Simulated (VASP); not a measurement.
Here is a VASP 6.6.1 calculation.

File INCAR:

```
PREC = Accurate
ENCUT = 520
EDIFF = 1E-6
ISMEAR = -1
SIGMA = 0.08
LREAL = False
LASPH = True
NELM = 80
ALGO = Normal
ISIF = 2
LWAVE = False
LCHARG = True
GGA = PE
LELF = True
LVHAR = True
NBANDS = 12
```

The input KPOINTS:

```
Automatic mesh
0
Gamma
  17 17 16
```

Contents of POSCAR:

```
Zr
1.0
    2.5547484515      0.0000000000      0.0000000000
   -1.2773742258      2.2124770593      0.0000000000
    0.0000000000      0.0000000000      2.4866027964
Zr
1
Direct
    0.0000000000      0.0000000000      0.0000000000
```

Potentials or basis: VASP PAW PBE potentials, release 64 (Zr_sv).

Run with:

```sh
$ cat potpaw_PBE.64/Zr_sv/POTCAR > POTCAR
$ mpirun -np 1 vasp_std > vasp.out
```

(1) What does it give for the band gap on the k mesh?

(2) What does it give for the pressure?

Results:

(1) zero (bands 6 and 7 overlap by 3.09 eV).

(2) 110.8 GPa.

Caveat: the cell stands under pressure.
